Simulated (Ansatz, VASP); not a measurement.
Ta in VASP and in Ansatz

File INCAR:

```
PREC = Accurate ; ENCUT = 520
EDIFF = 1E-6 ; ISMEAR = 0
SIGMA = 0.15 ; LREAL = F
LASPH = T ; NELM = 100
ALGO = Fast ; ISIF = 2
LWAVE = F ; LCHARG = F
GGA = PE ; NBANDS = 12
```

The input KPOINTS:

```
regular mesh
0
Gamma
  22 22 22
```

Contents of POSCAR:

```
Ta
1.0
   -1.8303622268      1.6560420147      1.6560420147
    1.6560420147     -1.8303622268      1.6560420147
    1.6560420147      1.6560420147     -1.8303622268
Ta
1
Direct
    0.0000000000      0.0000000000      0.0000000000
```

Input for Ansatz:

```yaml
crystal:
  lattice:
    - [-1.8303622268, 1.6560420147, 1.6560420147]
    - [1.6560420147, -1.8303622268, 1.6560420147]
    - [1.6560420147, 1.6560420147, -1.8303622268]
  atoms:
    - { symbol: Ta, position: [0.0, 0.0, 0.0] }
basis:
  ecutwfc: 420
kpoints:
  mp_grid: { grid: [22, 22, 22] }
hamiltonian:
  xc: pbe
scf:
  occupations: { method: gaussian, width: 0.15 }
output:
  forces: true
  stress: true
  eigenvalues: true
```

Alike in both runs: task single point; functional PBE; k mesh 22 × 22 × 22; occupations gaussian, width 0.15 eV; no spin polarisation.

|  | VASP | Ansatz |
| --- | --- | --- |
| version | VASP 6.6.1 | Ansatz 0.2.0 |
| potentials or method | VASP PAW PBE potentials, release 64 (Ta_pv), cutoff 520 eV | scalar-relativistic, plane waves, PAW |
| valence electrons in the cell | 11 | 13 |

```tsv
	VASP	Ansatz	Ansatz less VASP
gap on the k mesh at the Fermi level (eV)	none	none	-
pressure (GPa)	6.6	6.4	-0.21
traceless stress, the component that is largest in VASP (GPa)	9.35	9.25	-0.099
```

A gap of «none» marks a metal or a gap that the smearing closes. With one functional, cell and mesh, what is left measures potentials, basis and numerics. VASP's potentials hold 11 valence electrons a cell and Ansatz's 13, so a difference there can come from the potentials and not from the codes.

Spin-orbit coupling is off throughout.
